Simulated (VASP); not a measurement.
# Be (Fd-3m) in VASP: notebook

The runs below take Be through relaxation of cell and atoms, with PBE.

Program: VASP 6.6.1. These are calculated values, not measurements. Logs are shortened: lines on timing, memory, paths and dates and some standing lists are left out, and cuts for length are marked.

## (1) The cell of the first run

Symmetry: Fd-3m, No. 227, cubic system. Conventional cell: a = 5.003 Å, b = 5.003 Å, c = 5.003 Å, α = 90.00°, β = 90.00°, γ = 90.00°. Within 2.9 Å of Be (site symmetry -43m) lie 4 Be at 2.17 Å.

This isn't the form of Be at room conditions, which is hcp.

## (2) Relaxation of cell and atoms, PBE

The input, INCAR:

```
SYSTEM = Be
ALGO     = Normal         ! electronic algorithm
EDIFF    = 1E-6           ! SCF threshold, eV
EDIFFG   = -0.005         ! ionic threshold
ENCUT    = 600            ! plane-wave cutoff, eV
GGA      = PE             ! functional
IBRION   = 2              ! ionic algorithm
ISIF     = 3              ! what is computed and relaxed
ISMEAR   = -1             ! smearing method
LASPH    = .TRUE.         ! aspherical terms in the spheres
LCHARG   = .FALSE.        ! write CHGCAR
LREAL    = .FALSE.        ! projectors in reciprocal space
LWAVE    = .FALSE.        ! write WAVECAR
NELM     = 80             ! most SCF steps
NSW      = 100            ! ionic steps
PREC     = Accurate       ! precision mode
SIGMA    = 0.08           ! smearing width, eV
```

The input, KPOINTS:

```
k-points
0
G
  13 13 13
  0 0 0
```

The input, POSCAR:

```
Be
1.0
    0.0000000000      2.5013484645      2.5013484645
    2.5013484645      0.0000000000      2.5013484645
    2.5013484645      2.5013484645      0.0000000000
Be
2
Direct
    0.0000000000      0.0000000000      0.0000000000
    0.2500000000      0.2500000000      0.2500000000
```

Potentials or basis: VASP PAW PBE potentials, release 64 (Be).

Launch:

```
> cat potpaw_PBE.64/Be/POTCAR > POTCAR
> mpirun -np 1 vasp_std > vasp.out
```

OUTCAR:

```text
SYSTEM = Be
   EDIFF = 1E-6
   EDIFFG = -0.005
   ENCUT = 600
   GGA = PE
   IBRION = 2
   ISIF = 3
   ISMEAR = -1
   LASPH = .TRUE.
   LREAL = .FALSE.
   NELM = 80
   NSW = 100
   PREC = Accurate

 ion  position               nearest neighbor table
   1  0.000  0.000  0.000-   2 2.17   2 2.17   2 2.17   2 2.17
   2  0.250  0.250  0.250-   1 2.17   1 2.17   1 2.17   1 2.17

  LATTYP: Found a face centered cubic cell.
 ALAT       =     5.0026969290

  Lattice vectors:

 A1 = (   0.0000000000,   2.5013484645,   2.5013484645)
 A2 = (   2.5013484645,   0.0000000000,   2.5013484645)
 A3 = (   2.5013484645,   2.5013484645,   0.0000000000)

Analysis of symmetry for initial positions (statically):
=====================================================================
 Subroutine PRICEL returns:
 Original cell was already a primitive cell.

 Routine SETGRP: Setting up the symmetry group for a
 face centered cubic supercell.

 Subroutine GETGRP returns: Found 48 space group operations
 (whereof 24 operations were pure point group operations)
 out of a pool of 48 trial point group operations.

The static configuration has the point symmetry T_d .
 The point group associated with its full space group is O_h .

Analysis of symmetry for dynamics (positions and initial velocities):
=====================================================================
 Subroutine PRICEL returns:
 Original cell was already a primitive cell.

 Routine SETGRP: Setting up the symmetry group for a
 face centered cubic supercell.

 Subroutine GETGRP returns: Found 48 space group operations
 (whereof 24 operations were pure point group operations)
 out of a pool of 48 trial point group operations.

The dynamic configuration has the point symmetry T_d .
 The point group associated with its full space group is O_h .

 Subroutine INISYM returns: Found 48 space group operations
 (whereof 24 operations are pure point group operations),
 and found     1 'primitive' translations

----------------------------------------------------------------------------------------

                                     Primitive cell

  volume of cell :      31.3006

  direct lattice vectors                    reciprocal lattice vectors
     0.000000000  2.501348464  2.501348464    -0.199892181  0.199892181  0.199892181
[... 96 lines left out ...]
   PSTRESS=    0.0 pullay stress
   NELECT =       4.0000    total number of electrons
   NUPDOWN=      -1.0000    fix difference up-down
   EMIN   =  10.00;   EMAX   =-10.00  energy-range for DOS
   EFERMI =   0.00;   METHOD = LEGACY
   ISMEAR =    -1;   SIGMA  =   0.08  broadening in eV -4-tet -1-fermi 0-gaus
   EFERMI_NEDOS =   21; number of points for ismear=-14 and -15
   IALGO  =     38    algorithm
   IMIX   =      4    mixing-type and parameters
     AMIX     =   0.40;   BMIX     =  1.00
     AMIX_MAG =   1.60;   BMIX_MAG =  1.00
  volume/ion in A,a.u.               =      15.65       105.61
  Fermi-wavevector in a.u.,A,eV,Ry     =   0.824601  1.558270  9.251515  0.679967
  Thomas-Fermi vector in A             =   1.936314
   LORBIT       =      0    0 simple, 1 ext, 2 COOP (PROOUT), +10 PAW based schemes
   GGA     = PE    functional components
   LHFCALC =     F    Hartree Fock is set to
   AEXX    =    0.0000 exact exchange contribution
   IVDW    =     0    specifies the selected vdW correction
   LEPSILON=     F    determine dielectric tensor
   LRPA    =     F    only Hartree local field effects (RPA)
 conjugate gradient relaxation of ions
 non-spin polarized calculation
  energy-cutoff  :      600.00
  volume of cell :       31.30
 maximum number of plane-waves:      1056
   NGX = 15   NGY = 15   NGZ = 15

--------------------------------------- Ionic step        1  -------------------------------------------

 number of electron       4.0000000 magnetization

 Free energy of the ion-electron system (eV)
  ---------------------------------------------------
  ext. energy  EPLUGINS =         0.00000000
  ---------------------------------------------------
  free energy    TOTEN  =        -4.25969052 eV

  energy without entropy =       -4.24138234  energy(sigma->0) =       -4.25053643

------------------------ aborting loop because EDIFF is reached ----------------------------------------

  FORCE on cell =-STRESS in cart. coord.  units (eV):
  Direction    XX          YY          ZZ          XY          YZ          ZX
  --------------------------------------------------------------------------------------
  -------------------------------------------------------------------------------------
  Total       -0.4888593     -0.4888593     -0.4888593     -0.0000000      0.0000000     -0.0000000
  in kB      -25.0231423    -25.0231423    -25.0231423     -0.0000000      0.0000000     -0.0000000
  external PRESSURE =     -25.0231423 kB  Pullay stress =       0.0000000 kB
[... 95 lines left out ...]
--------------------------------------- Ionic step        4  -------------------------------------------

 number of electron       4.0000000 magnetization

 Free energy of the ion-electron system (eV)
  ---------------------------------------------------
  ext. energy  EPLUGINS =         0.00000000
  ---------------------------------------------------
  free energy    TOTEN  =        -4.27549535 eV

  energy without entropy =       -4.25815110  energy(sigma->0) =       -4.26682323

 E-fermi :   1.7639     XC(G=0):  -8.5464

 val. band max:        1.7544450221   @ k =  -0.4615   0.3846   0.1538
 cond. band min:       1.7809989102   @ k =  -0.3846   0.3077   0.0769
 fundamental gap:      0.0265538880
 Fermi energy:         1.7638658813

 k-point     1 :       0.0000    0.0000    0.0000
  band No.  band energies     occupation
      1      -5.5067      2.00000
      2       6.5463      0.00000
      3       6.5463      0.00000
      4       6.5463      0.00000
      5       9.0779      0.00000
      6       9.0779      0.00000
[... 199 lines left out ...]
 k-point    24 :       0.4615    0.1538    0.0000
  band No.  band energies     occupation
      1      -2.6906      2.00000
      2      -0.1121      2.00000
      3       3.9028      0.00000
      4       4.0302      0.00000
      5       9.3622      0.00000
      6      11.8307      0.00000

 [... further k-points ...]

------------------------ aborting loop because EDIFF is reached ----------------------------------------

  FORCE on cell =-STRESS in cart. coord.  units (eV):
  Direction    XX          YY          ZZ          XY          YZ          ZX
  --------------------------------------------------------------------------------------
  -------------------------------------------------------------------------------------
  Total        0.0003152      0.0003152      0.0003152      0.0000000      0.0000000      0.0000000
  in kB        0.0171950      0.0171950      0.0171950      0.0000000      0.0000000      0.0000000
  external PRESSURE =       0.0171950 kB  Pullay stress =       0.0000000 kB
[... 17 lines left out ...]
  FREE ENERGIE OF THE ION-ELECTRON SYSTEM (eV)
  ---------------------------------------------------
  free  energy   TOTEN  =        -4.2754953517 eV

  energy  without entropy=       -4.2581511049  energy(sigma->0) =       -4.26682323

 reached required accuracy - stopping structural energy minimisation
```

It took 60 s on 1 thread of Intel Xeon 8259CL, shared host; peak memory 0.16 GiB.

What came out:

| Item | Value |
| --- | --- |
| Free energy | -4.2755 eV |
| Relaxed volume | 14.69 Å³/atom |
| Relaxed cell | a = 3.463 Å, b = 3.463 Å, c = 3.463 Å, α = 60.00°, β = 60.00°, γ = 60.00° |
| Space group after relaxing (to 0.1 Å) | Fd-3m (No. 227) |
| Energy gained by relaxing | 7.9 meV/atom |
| Ionic steps | 4 |
| Pressure after relaxing | 0.0 GPa |
| Band gap on the k mesh | zero (bands 2 and 3 overlap by 6.09 eV) |

The path:
```
step  energy change (eV)  largest force (eV/Å)  pressure (GPa)  volume (Å³)
   1              0.0000                0.0000           -2.50        31.30
   2             -0.0127                0.0000           -1.17        30.21
   3             -0.0158                0.0000           -0.10        29.44
   4             -0.0158                0.0000            0.00        29.37
```

Final structure:
```yaml
crystal:
  lattice:
    - [0.00000, 2.44890, 2.44890]
    - [2.44890, 0.00000, 2.44890]
    - [2.44890, 2.44890, 0.00000]
  atoms:
    - { symbol: Be, position: [0.00000, 0.00000, 0.00000] }
    - { symbol: Be, position: [0.25000, 0.25000, 0.25000] }
```

Levels at points of the mesh, in eV from the Fermi level:
```csv
k point,band 1,band 2,band 3,band 4,band 5
"(0.00, 0.00, 0.00)",-7.27,4.78,4.78,4.78,7.31
```

## (3) Relaxation of cell and atoms, PBE

The input, INCAR:

```
  ALGO = Normal
  EDIFF = 1E-6
  EDIFFG = -0.005
  ENCUT = 600
  GGA = PE
  IBRION = 2
  ISIF = 3
  ISMEAR = -1
  LASPH = True
  LCHARG = False
  LREAL = False
  LWAVE = False
  NELM = 60
  NSW = 100
  PREC = Accurate
  SIGMA = 0.08
```

The input, KPOINTS:

```
k-points
0
Gamma
  13 13 13
```

POSCAR is that of step 2.

Potentials or basis: VASP PAW PBE potentials, release 64 (Be).

Launch:

```
> cat potpaw_PBE.64/Be/POTCAR > POTCAR
> mpirun -np 1 vasp_std > vasp.out
```

It took 39 s on 1 thread of Intel Xeon 8259CL, shared host; peak memory 0.16 GiB.

Results (log left out):

| Property | Result |
| --- | --- |
| Free energy | -4.2755 eV |
| Relaxed volume | 14.69 Å³/atom |
| Relaxed cell | a = 3.463 Å, b = 3.463 Å, c = 3.463 Å, α = 60.00°, β = 60.00°, γ = 60.00° |
| Space group after relaxing (to 0.1 Å) | Fd-3m (No. 227) |
| Energy gained by relaxing | 7.9 meV/atom |
| Ionic steps | 4 |
| Pressure after relaxing | 0.0 GPa |
| Band gap on the k mesh | zero (bands 2 and 3 overlap by 6.09 eV) |

The path:
```tsv
step	energy change (eV)	largest force (eV/Å)	pressure (GPa)	volume (Å³)
1	0.0000	0.0000	-2.50	31.30
2	-0.0127	0.0000	-1.17	30.21
3	-0.0158	0.0000	-0.10	29.44
4	-0.0158	0.0000	0.00	29.37
```

Final structure:
```xyz
2
Lattice="0.0000 2.4489 2.4489 2.4489 0.0000 2.4489 2.4489 2.4489 0.0000" Properties=species:S:1:pos:R:3 pbc="T T T"
Be    2.4489    2.4489    4.8978
Be    1.2244    1.2244    1.2244
```

Levels at points of the mesh, in eV from the Fermi level:
```tsv
k point	band 1	band 2	band 3	band 4	band 5	band 6
(0.00, 0.00, 0.00)	-7.27	4.78	4.78	4.78	7.31	7.31
```

The gap in the log of VASP goes by the Fermi energy; the results here count the filled bands.